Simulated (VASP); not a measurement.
# MnS (Fm-3m) in VASP: settings compared, part 2 of 2

VASP 6.6.1.

## 4. Single point, PBEsol-based global hybrid with 25 % exact exchange, collinear spin, ferromagnetic start

This run uses another cell than the first one, of 17.50 Å³/atom.

Contents of POSCAR:

```
MnS
1.0
    0.0000000000      2.5962836684      2.5962836684
    2.5962836684      0.0000000000      2.5962836684
    2.5962836684      2.5962836684      0.0000000000
Mn S
1 1
Direct
    0.0000000000      0.0000000000      0.0000000000
    0.5000000000      0.5000000000      0.5000000000
```

Contents of INCAR.step1:

```
SYSTEM = MnS
PREC     = Accurate       ! precision mode
ENCUT    = 520            ! plane-wave cutoff, eV
EDIFF    = 1E-5           ! SCF threshold, eV
ISMEAR   = -1             ! smearing method
SIGMA    = 0.05           ! smearing width, eV
LREAL    = .False.        ! projectors in reciprocal space
LASPH    = .True.         ! aspherical terms in the spheres
NELM     = 150            ! most SCF steps
ALGO     = Normal         ! electronic algorithm
ISIF     = 2              ! what is computed and relaxed
LWAVE    = .True.         ! write WAVECAR
ISPIN    = 2              ! spin polarisation
MAGMOM   = 4 0            ! initial moments
LORBIT   = 11             ! projections on sites
LMAXMIX  = 4              ! l up to which the mixer works
GGA      = PE             ! functional
NBANDS   = 20             ! bands
```

Contents of INCAR.step2:

```
SYSTEM = MnS
PREC     = Accurate       ! precision mode
ENCUT    = 520            ! plane-wave cutoff, eV
EDIFF    = 1E-6           ! SCF threshold, eV
ISMEAR   = -1             ! smearing method
SIGMA    = 0.05           ! smearing width, eV
LREAL    = .False.        ! projectors in reciprocal space
LASPH    = .True.         ! aspherical terms in the spheres
NELM     = 150            ! most SCF steps
ALGO     = Normal         ! electronic algorithm
ISIF     = 2              ! what is computed and relaxed
LWAVE    = .False.        ! write WAVECAR
LCHARG   = .True.         ! write CHGCAR
ISPIN    = 2              ! spin polarisation
MAGMOM   = 4 0            ! initial moments
LORBIT   = 11             ! projections on sites
LMAXMIX  = 4              ! l up to which the mixer works
GGA      = PS             ! functional
LHFCALC  = .True.         ! exact exchange
AEXX     = 0.25           ! exact-exchange fraction
PRECFOCK = Normal       
LELF     = .True.         ! ELF
LVHAR    = .True.       
ISTART   = 1            
NBANDS   = 20             ! bands
```

Contents of KPOINTS:

```
Automatic mesh
0
Gamma
  5 5 5
  0 0 0
```

Launch:

```
$ cat potpaw_PBE.64/Mn_pv/POTCAR potpaw_PBE.64/S/POTCAR > POTCAR
$ cp INCAR.step1 INCAR
$ mpirun -np 1 vasp_std > vasp.out
$ cp INCAR.step2 INCAR
$ mpirun -np 1 vasp_std > vasp.out
```

Wall time 41 min (1 thread of AMD EPYC 7R13 (Zen 3), shared host); peak memory 0.17 GiB.

Results (log left out):

| Property | Result |
| --- | --- |
| Free energy | -22.6692 eV |
| Pressure | 0.0 GPa |
| Band gap on the k mesh | 1.76 eV (least direct gap 4.05 eV) |
| Net moment | 5.00 μB per cell |
| Site moments | Mn +4.55; S +0.11 μB |
| Valence electrons inside the program's atomic spheres | Mn 11.27; S 3.78 |

Levels at points of the mesh, in eV from the valence-band top:
Spin up:
```tsv
k point	band 8	band 9	band 10	band 11	band 12	band 13	band 14	band 15	band 16	band 17
(0.00, 0.00, 0.00)	-4.98	-4.98	-1.72	-1.72	-1.72	3.64	10.53	10.53	10.53	12.42
```
Spin down:
| k point | band 3 | band 4 | band 5 | band 6 | band 7 | band 8 | band 9 | band 10 | band 11 | band 12 |
| --- | --- | --- | --- | --- | --- | --- | --- | --- | --- | --- |
| (0.00, 0.00, 0.00) | -48.12 | -15.41 | -1.28 | -1.28 | -1.28 | 3.33 | 3.33 | 3.33 | 3.38 | 3.38 |

Caveat: the PAW data sets were made with another functional, which shifts forces and pressure a little; an odd mesh through Γ misses points on the zone boundary, where band edges can lie; a cell with one magnetic atom can't hold antiferromagnetic order, which such compounds often take.

## 5. Relaxation of cell and atoms, RPBE+D4, collinear spin, ferromagnetic start

Contents of INCAR:

```
SYSTEM = MnS
PREC = Accurate
ENCUT = 600
EDIFF = 1E-6
ISMEAR = -1
SIGMA = 0.05
LREAL = .FALSE.
LASPH = .TRUE.
NELM = 150
ALGO = Normal
ISIF = 3
LWAVE = .FALSE.
LCHARG = .FALSE.
ISPIN = 2
MAGMOM = 4 0
LORBIT = 11
LMAXMIX = 4
GGA = RP
IVDW = 13
IBRION = 2
NSW = 80
EDIFFG = -0.005
```

Contents of KPOINTS:

```
Automatic mesh
0
G
  9 9 9
  0 0 0
```

Contents of POSCAR:

```
MnS
1.0
    0.0000000000      2.6045000000      2.6045000000
    2.6045000000      0.0000000000      2.6045000000
    2.6045000000      2.6045000000      0.0000000000
Mn S
1 1
Direct
    0.0000000000      0.0000000000      0.0000000000
    0.5000000000      0.5000000000      0.5000000000
```

Launch:

```
$ cat potpaw_PBE.64/Mn_pv/POTCAR potpaw_PBE.64/S/POTCAR > POTCAR
$ mpirun -np 1 vasp_std > vasp.out
```

It took 2.4 min on 1 thread of Intel Xeon Platinum 8488C (Sapphire Rapids), shared host; peak memory 0.21 GiB.

Results (log left out):

```
Free energy                                           : -15.1938 eV
Relaxed volume                                        : 15.17 Å³/atom
Relaxed cell                                          : a = 3.501 Å, b = 3.501 Å, c = 3.501 Å, α = 60.00°, β = 60.00°, γ = 60.00°
Space group after relaxing (to 0.1 Å)                 : Fm-3m (No. 225)
Energy gained by relaxing                             : 50.9 meV/atom
Ionic steps                                           : 5
Pressure after relaxing                               : 0.0 GPa
Net moment                                            : 4.24 μB per cell
Site moments                                          : Mn +3.91; S +0.06 μB
Valence electrons inside the program's atomic spheres : Mn 11.46; S 3.77
Dispersion energy per atom                            : -0.943 eV
```

Step by step:
| step | energy change (eV) | largest force (eV/Å) | pressure (GPa) | volume (Å³) |
| --- | --- | --- | --- | --- |
| 1 | 0.0000 | 0.0000 | -6.57 | 35.33 |
| 2 | -0.0940 | 0.0000 | -1.89 | 31.76 |
| 3 | -0.1018 | 0.0000 | -0.10 | 30.41 |
| 4 | -0.1018 | 0.0000 | 0.08 | 30.31 |
| 5 | -0.1018 | 0.0000 | -0.04 | 30.35 |

Final structure:
```
CELL_PARAMETERS angstrom
0.00000 2.47570 2.47570
2.47570 0.00000 2.47570
2.47570 2.47570 0.00000
ATOMIC_POSITIONS crystal
Mn 0.00000 0.00000 0.00000
S 0.50000 0.50000 0.50000
```

Levels at points of the mesh, in eV from the Fermi level:
Spin up:
| k point | band 10 | band 11 | band 12 | band 13 | band 14 | band 15 |
| --- | --- | --- | --- | --- | --- | --- |
| (0.00, 0.00, 0.00) | -2.12 | -2.12 | -2.12 | 3.02 | 8.88 | 8.88 |
Spin down:
| k point | band 3 | band 4 | band 5 | band 6 | band 7 | band 8 | band 9 | band 10 | band 11 | band 12 |
| --- | --- | --- | --- | --- | --- | --- | --- | --- | --- | --- |
| (0.00, 0.00, 0.00) | -46.44 | -15.48 | -1.94 | -1.94 | -1.94 | -0.15 | -0.15 | -0.15 | -0.04 | -0.04 |

Caveat: the PAW data sets were made with another functional, which shifts forces and pressure a little; a cell with one magnetic atom can't hold antiferromagnetic order, which such compounds often take; semilocal functionals often make such compounds metallic where correlation or magnetic order opens a gap, which also shifts bond lengths. With open d or f shells a metallic result of RPBE can be an artefact of self-interaction; +U or a hybrid may open a gap.

## 6. The runs side by side

| task | level | spin | cell | k mesh | cutoff (eV) | grid for exact exchange (PRECFOCK) | share of exact exchange | gap on the mesh (eV) | pressure (GPa) | moment (μB) | relaxed volume (Å³/atom) |
| --- | --- | --- | --- | --- | --- | --- | --- | --- | --- | --- | --- |
| single point | PBEsol | off | a = 3.683 Å, angles 60.0°, 2 atoms | 9 × 9 × 9 | 520 | - | - | none | -27.6 | - | - |
| relaxation of cell and atoms | PBEsol-based global hybrid with 25 % exact exchange | collinear, ferromagnetic start | relaxed from a = 3.683 Å, angles 60.0°, 2 atoms | 5 × 5 × 5 | 600 | Normal | 0.25 | 1.76 | 0.0 | 5.00 | 17.49 |
| single point | PBEsol-based global hybrid with 25 % exact exchange | collinear, ferromagnetic start | a = 3.672 Å, angles 60.0°, 2 atoms | 5 × 5 × 5 | 520 | Normal | 0.25 | 1.76 | 0.0 | 5.00 | - |
| relaxation of cell and atoms | RPBE+D4 | collinear, ferromagnetic start | relaxed from a = 3.683 Å, angles 60.0°, 2 atoms | 9 × 9 × 9 | 600 | - | - | none | 0.0 | 4.24 | 15.17 |

Alike in all rows: potentials or basis VASP PAW PBE potentials, release 64 (Mn_pv, S); smearing fermi-dirac 0.05 eV.

Caveats: the PAW data sets were made with another functional, which shifts forces and pressure a little; a cell with one magnetic atom can't hold antiferromagnetic order, which such compounds often take (at least some runs); semilocal functionals often make such compounds metallic where correlation or magnetic order opens a gap, which also shifts bond lengths (at least some runs); an odd mesh through Γ misses points on the zone boundary, where band edges can lie (at least some runs); the cell stands under tension (at least some runs).

Total energies depend on the potentials used, so only differences within one code and one set of settings carry meaning.
